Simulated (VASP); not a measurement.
Write the native input for VASP 6.6.1 that does the following.

```yaml
Task: single point
Functional: PBE
Potentials_or_basis: VASP PAW PBE potentials, release 64 (Re)
Cutoff: 520 eV
k_mesh: 23 × 23 × 23
Occupations: fermi-dirac, width 0.1 eV
Spin: no spin polarisation
Dipole_correction: no
Further_INCAR_settings: ALGO = Normal; EDIFF = 1e-06; NBANDS = 10
```

The structure of Re lies in POSCAR:

```
Re
1.0
   -1.5771809402      1.5771809402      1.5771809402
    1.5771809402     -1.5771809402      1.5771809402
    1.5771809402      1.5771809402     -1.5771809402
Re
1
Direct
    0.0000000000      0.0000000000      0.0000000000
```

This cell differs from its parent crystal: volume scaled by 1.04.

One way to write it, as run:

INCAR

```
SYSTEM = Re
PREC     = Accurate       ! precision mode
ENCUT    = 520            ! plane-wave cutoff, eV
EDIFF    = 1E-6           ! SCF threshold, eV
ISMEAR   = -1             ! smearing method
SIGMA    = 0.1            ! smearing width, eV
LREAL    = .False.        ! projectors in reciprocal space
LASPH    = .True.         ! aspherical terms in the spheres
NELM     = 60             ! most SCF steps
ALGO     = Normal         ! electronic algorithm
ISIF     = 2              ! what is computed and relaxed
LWAVE    = .False.        ! write WAVECAR
LCHARG   = .True.         ! write CHGCAR
GGA      = PE             ! functional
LELF     = .True.         ! ELF
LVHAR    = .True.       
NBANDS   = 10             ! bands
```

KPOINTS

```
Automatic mesh
0
Gamma
  23 23 23
  0 0 0
```

Potentials or basis: VASP PAW PBE potentials, release 64 (Re).

Launch:

```console
$ cat potpaw_PBE.64/Re/POTCAR > POTCAR
$ mpirun -np 1 vasp_std > vasp.out
```

It gave:

```json
{"Pressure": "-13.2 GPa"}
```

Run time: 100 s on 1 thread of AMD EPYC 7R13, with other jobs on the host, peak memory 0.14 GiB.
